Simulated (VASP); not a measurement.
# Al2Cu (P4/mmm) in VASP: a series of runs

Al2Cu is run at these levels: LDA; tasks: single point.

Program: VASP 6.6.1. These are calculated values, not measurements. Logs are shortened: lines on timing, memory, paths and dates and some standing lists are left out, and cuts for length are marked.

## (1) The cell of the first run

Symmetry: P4/mmm, No. 123, tetragonal system. The conventional cell has a = 3.948 Å, b = 3.948 Å, c = 3.047 Å, α = 90.00°, β = 90.00°, γ = 90.00°. Within 3.3 Å of Al (site symmetry mmm) lie 4 Cu at 2.49 Å and 6 Al at 2.79 to 3.05 Å. Within 3.3 Å of Cu (site symmetry 4/mmm) lie 8 Al at 2.49 Å and 2 Cu at 3.05 Å.

## (2) Single point, LDA

INCAR reads:

```
SYSTEM = Al2Cu
PREC = Accurate
ENCUT = 520
EDIFF = 1E-6
ISMEAR = 0
SIGMA = 0.15
LREAL = .False.
LASPH = .True.
NELM = 60
ALGO = Normal
ISIF = 2
LWAVE = .False.
LCHARG = .False.
NBANDS = 16
```

KPOINTS reads:

```
Automatic mesh
0
Gamma
  10 10 14
  0 0 0
```

POSCAR reads:

```
Al2Cu
1.0
    3.9479000000      0.0000000000      0.0000000000
    0.0000000000      3.9479000000      0.0000000000
    0.0000000000      0.0000000000      3.0471000000
Al Cu
2 1
Direct
    0.5000000000      0.0000000000      0.5000000000
    0.0000000000      0.5000000000      0.5000000000
    0.0000000000      0.0000000000      0.0000000000
```

Potentials or basis: VASP PAW LDA potentials, release 64 (Al, Cu).

On the command line:

```bash
cat potpaw_LDA.64/Al/POTCAR potpaw_LDA.64/Cu/POTCAR > POTCAR
mpirun -np 1 vasp_std > vasp.out
```

OUTCAR:

```text
SYSTEM = Al2Cu
   PREC = Accurate
   ENCUT = 520
   EDIFF = 1E-6
   ISMEAR = 0
   LREAL = .False.
   LASPH = .True.
   NELM = 60
   ISIF = 2

 ion  position               nearest neighbor table
   1  0.500  0.000  0.500-   3 2.49   3 2.49   3 2.49   3 2.49   2 2.79   2 2.79   2 2.79   2 2.79

   2  0.000  0.500  0.500-   3 2.49   3 2.49   3 2.49   3 2.49   1 2.79   1 2.79   1 2.79   1 2.79

   3  0.000  0.000  0.000-   1 2.49   2 2.49   1 2.49   2 2.49   2 2.49   2 2.49   1 2.49   1 2.49

  LATTYP: Found a simple tetragonal cell.
 ALAT       =     3.9479000000
 C/A-ratio  =     0.7718280605

  Lattice vectors:

 A1 = (   3.9479000000,   0.0000000000,   0.0000000000)
 A2 = (   0.0000000000,   3.9479000000,   0.0000000000)
 A3 = (   0.0000000000,   0.0000000000,   3.0471000000)

Analysis of symmetry for initial positions (statically):
=====================================================================
 Subroutine PRICEL returns:
 Original cell was already a primitive cell.

 Routine SETGRP: Setting up the symmetry group for a
 simple tetragonal supercell.

 Subroutine GETGRP returns: Found 16 space group operations
 (whereof 16 operations were pure point group operations)
 out of a pool of 16 trial point group operations.

The static configuration has the point symmetry D_4h.

Analysis of symmetry for dynamics (positions and initial velocities):
=====================================================================
 Subroutine PRICEL returns:
 Original cell was already a primitive cell.

 Routine SETGRP: Setting up the symmetry group for a
 simple tetragonal supercell.

 Subroutine GETGRP returns: Found 16 space group operations
 (whereof 16 operations were pure point group operations)
 out of a pool of 16 trial point group operations.

The dynamic configuration has the point symmetry D_4h.

 Subroutine INISYM returns: Found 16 space group operations
 (whereof 16 operations are pure point group operations),
 and found     1 'primitive' translations

----------------------------------------------------------------------------------------

                                     Primitive cell

  volume of cell :      47.4918

  direct lattice vectors                    reciprocal lattice vectors
     3.947900000  0.000000000  0.000000000     0.253299222  0.000000000  0.000000000
     0.000000000  3.947900000  0.000000000     0.000000000  0.253299222  0.000000000
     0.000000000  0.000000000  3.047100000     0.000000000  0.000000000  0.328180893

  length of vectors
     3.947900000  3.947900000  3.047100000     0.253299222  0.253299222  0.328180893

  position of ions in fractional coordinates (direct lattice)
     0.500000000  0.000000000  0.500000000
     0.000000000  0.500000000  0.500000000
     0.000000000  0.000000000  0.000000000

  ion indices of the primitive-cell ions
   primitive index   ion index
                 1           1
                 2           2
                 3           3

----------------------------------------------------------------------------------------

 KPOINTS: Automatic mesh

Automatic generation of k-mesh.
 Grid dimensions read from file:
 generate k-points for:   10   10   14

 Generating k-lattice:

  Cartesian coordinates                     Fractional coordinates (reciprocal lattice)
     0.025329922  0.000000000  0.000000000     0.100000000  0.000000000  0.000000000
     0.000000000  0.025329922  0.000000000     0.000000000  0.100000000  0.000000000
     0.000000000  0.000000000  0.023441492     0.000000000  0.000000000  0.071428571

  Length of vectors
     0.025329922  0.025329922  0.023441492

  Shift w.r.t. Gamma in fractional coordinates (k-lattice)
     0.000000000  0.000000000  0.000000000

 Subroutine IBZKPT returns following result:
 ===========================================

 Found    168 irreducible k-points:

 Following reciprocal coordinates:
            Coordinates               Weight
  0.000000  0.000000  0.000000      1.000000
  0.100000  0.000000  0.000000      4.000000
  0.200000  0.000000  0.000000      4.000000
  0.300000  0.000000  0.000000      4.000000
  0.400000  0.000000  0.000000      4.000000
  0.500000  0.000000  0.000000      2.000000
[... 16 lines left out ...]
  0.100000  0.000000  0.071429      8.000000
  0.200000  0.000000  0.071429      8.000000
 [... further k-points ...]
   k-points           NKPTS =    168   k-points in BZ     NKDIM =    168   number of bands    NBANDS=     16
   number of dos      NEDOS =    301   number of ions     NIONS =      3
   total plane-waves  NPLWV =  21600
   dimension x,y,z NGX =    30 NGY =   30 NGZ =   24
   dimension x,y,z NGXF=    60 NGYF=   60 NGZF=   48
   ions per type =               2   1
   NGX,Y,Z   is equivalent  to a cutoff of  12.63, 12.63, 13.09 a.u.
   NGXF,Y,Z  is equivalent  to a cutoff of  25.27, 25.27, 26.19 a.u.
 SYSTEM =  Al2Cu
   PREC   = accura    normal or accurate (medium, high low for compatibility)
   ISTART =      0    job   : 0-new  1-cont  2-samecut
   ICHARG =      2    charge: 1-file 2-atom 10-const
   ISPIN  =      1    spin polarized calculation?
   LNONCOLLINEAR =      F non collinear calculations
   LSORBIT =      F    spin-orbit coupling
   LASPH  =      T    aspherical Exc in radial PAW
   ENCUT  =  520.0 eV  38.22 Ry    6.18 a.u.   7.34  7.34  5.67*2*pi/ulx,y,z
   NELM   =     60;   NELMIN=  2; NELMDL= -5     # of ELM steps
   EDIFF  = 0.1E-05   stopping-criterion for ELM
   LREAL  =      F    real-space projection
   EDIFFG = 0.1E-04   stopping-criterion for IOM
   NSW    =      0    number of steps for IOM
   IBRION =     -1    ionic relax: 0-MD 1-quasi-New 2-CG
   NFREE  =      0    steps in history (QN), initial steepest desc. (CG)
   ISIF   =      2    stress and relaxation
   ISYM   =      2    0-nonsym 1-usesym 2-fastsym
   POTIM  = 0.5000    time-step for ionic-motion
   TEBEG  =    0.0;   TEEND  =   0.0 temperature during run
   PSTRESS=    0.0 pullay stress
   NELECT =      17.0000    total number of electrons
   NUPDOWN=      -1.0000    fix difference up-down
   EMIN   =  10.00;   EMAX   =-10.00  energy-range for DOS
   EFERMI =   0.00;   METHOD = LEGACY
   ISMEAR =     0;   SIGMA  =   0.15  broadening in eV -4-tet -1-fermi 0-gaus
   EFERMI_NEDOS =   21; number of points for ismear=-14 and -15
   IALGO  =     38    algorithm
   IMIX   =      4    mixing-type and parameters
     AMIX     =   0.40;   BMIX     =  1.00
     AMIX_MAG =   1.60;   BMIX_MAG =  1.00
  volume/ion in A,a.u.               =      15.83       106.83
  Fermi-wavevector in a.u.,A,eV,Ry     =   1.162389  2.196597 18.383486  1.351148
  Thomas-Fermi vector in A             =   2.298951
   LORBIT       =      0    0 simple, 1 ext, 2 COOP (PROOUT), +10 PAW based schemes
   GGA     = CA    functional components
   LHFCALC =     F    Hartree Fock is set to
   AEXX    =    0.0000 exact exchange contribution
   IVDW    =     0    specifies the selected vdW correction
   LEPSILON=     F    determine dielectric tensor
   LRPA    =     F    only Hartree local field effects (RPA)
 non-spin polarized calculation
 Gauss-broadening in eV      SIGMA  =   0.15
  energy-cutoff  :      520.00
  volume of cell :       47.49
 maximum number of plane-waves:      1299
 NGX is ok and might be reduce to    30
   NGX = 15   NGY = 15   NGZ = 11

 number of electron      17.0000011 magnetization

 Free energy of the ion-electron system (eV)
  ---------------------------------------------------
  ext. energy  EPLUGINS =         0.00000000
  ---------------------------------------------------
  free energy    TOTEN  =       -13.12564889 eV

  energy without entropy =      -13.11165032  energy(sigma->0) =      -13.11864961

 E-fermi :   7.0330     XC(G=0): -10.6958

 val. band max:        7.0305362918   @ k =   0.3000   0.0000   0.2143
 cond. band min:       7.0522081960   @ k =   0.2000   0.0000   0.5000
 fundamental gap:      0.0216719042
 Fermi energy:         7.0330147044

 k-point     1 :       0.0000    0.0000    0.0000
  band No.  band energies     occupation
      1      -3.4603      2.00000
      2       1.9044      2.00000
      3       2.2506      2.00000
      4       2.9159      2.00000
      5       2.9159      2.00000
      6       2.9363      2.00000
[... 8 lines left out ...]
     15      14.8563      0.00000
     16      18.3905      0.00000

 k-point     2 :       0.1000    0.0000    0.0000
  band No.  band energies     occupation
      1      -3.3690      2.00000
      2       1.8693      2.00000
      3       2.2345      2.00000
      4       2.9094      2.00000
      5       2.9123      2.00000
      6       2.9167      2.00000
[... 8 lines left out ...]
     15      16.4348      0.00000
     16      18.0144      0.00000

 k-point     3 :       0.2000    0.0000    0.0000
  band No.  band energies     occupation
      1      -3.0984      2.00000
      2       1.6394      2.00000
      3       2.2039      2.00000
      4       2.8548      2.00000
      5       2.8927      2.00000
      6       2.9189      2.00000
[... 8 lines left out ...]
     15      17.1205      0.00000
     16      18.3411      0.00000

 k-point     4 :       0.3000    0.0000    0.0000
  band No.  band energies     occupation
      1      -2.6635      2.00000
      2       0.9749      2.00000
      3       2.2041      2.00000
      4       2.7921      2.00000
      5       2.8722      2.00000
      6       2.9216      2.00000
[... 8 lines left out ...]
     15      16.1029      0.00000
     16      18.6401      0.00000
[... 324 lines left out ...]
 k-point    22 :       0.0000    0.0000    0.0714
  band No.  band energies     occupation
      1      -3.3776      2.00000
      2       1.9268      2.00000
      3       2.2755      2.00000
      4       2.8518      2.00000
      5       2.8518      2.00000
      6       2.9427      2.00000
[... 8 lines left out ...]
     15      14.8938      0.00000
     16      17.8198      0.00000

 k-point    23 :       0.1000    0.0000    0.0714
  band No.  band energies     occupation
      1      -3.2863      2.00000
      2       1.8920      2.00000
      3       2.2603      2.00000
      4       2.8421      2.00000
      5       2.8507      2.00000
      6       2.9232      2.00000
[... 8 lines left out ...]
     15      16.4766      0.00000
     16      17.2442      0.00000

 k-point    24 :       0.2000    0.0000    0.0714
  band No.  band energies     occupation
      1      -3.0161      2.00000
      2       1.6677      2.00000
      3       2.2297      2.00000
      4       2.8205      2.00000
      5       2.8386      2.00000
      6       2.8858      2.00000
[... 8 lines left out ...]
     15      16.2152      0.00000
     16      18.3544      0.00000

 [... further k-points ...]
[... 5 lines left out ...]
  --------------------------------------------------------------------------------------
  -------------------------------------------------------------------------------------
  Total        0.2377588      0.2377588     -2.2423017      0.0000000     -0.0000000      0.0000000
  in kB        8.0209929      8.0209929    -75.6459425      0.0000000     -0.0000000      0.0000000
  external PRESSURE =     -19.8679855 kB  Pullay stress =       0.0000000 kB

 VOLUME and BASIS-vectors are now :
 -----------------------------------------------------------------------------
  energy-cutoff  :      520.00
  volume of cell :       47.49
      direct lattice vectors                 reciprocal lattice vectors
     3.947900000  0.000000000  0.000000000     0.253299222  0.000000000  0.000000000
     0.000000000  3.947900000  0.000000000     0.000000000  0.253299222  0.000000000
     0.000000000  0.000000000  3.047100000     0.000000000  0.000000000  0.328180893

 POSITION                                       TOTAL-FORCE (eV/Angst)
 -----------------------------------------------------------------------------------
      1.97395      0.00000      1.52355         0.000000      0.000000      0.000000
      0.00000      1.97395      1.52355         0.000000      0.000000      0.000000
      0.00000      0.00000      0.00000         0.000000      0.000000      0.000000
 -----------------------------------------------------------------------------------
    total drift:                                0.000000      0.000000      0.000000

  FREE ENERGIE OF THE ION-ELECTRON SYSTEM (eV)
  ---------------------------------------------------
  free  energy   TOTEN  =       -13.1256488930 eV

  energy  without entropy=      -13.1116503192  energy(sigma->0) =      -13.11864961
```

It took 75 s on 1 thread of Intel Xeon Platinum 8259CL at 2.50GHz (Skylake/Cascade Lake), shared host; peak memory 0.23 GiB.

What came out:

```yaml
Free_energy: -13.1256 eV
Pressure: -2.0 GPa
```

Levels at points of the mesh, in eV from the Fermi level:
```tsv
k point	band 6	band 7	band 8	band 9	band 10	band 11	band 12	band 13
(0.00, 0.00, 0.00)	-4.10	-1.81	-1.81	0.85	1.37	4.17	6.59	7.45
(0.50, 0.00, 0.00)	-4.11	-4.11	-0.33	2.15	2.48	2.96	5.70	7.79
(0.50, 0.50, 0.00)	-4.17	-4.17	-3.93	-2.27	7.73	8.66	8.66	8.89
(0.00, 0.00, 0.50)	-3.97	-3.26	2.44	2.44	3.06	3.12	3.12	3.43
(0.50, 0.00, 0.50)	-3.97	-2.95	-2.77	-1.97	3.65	4.39	4.50	5.28
(0.50, 0.50, 0.50)	-3.71	-1.97	-1.97	-1.36	-1.16	-0.22	-0.22	2.58
```

(Continued in part 2 of 2.)
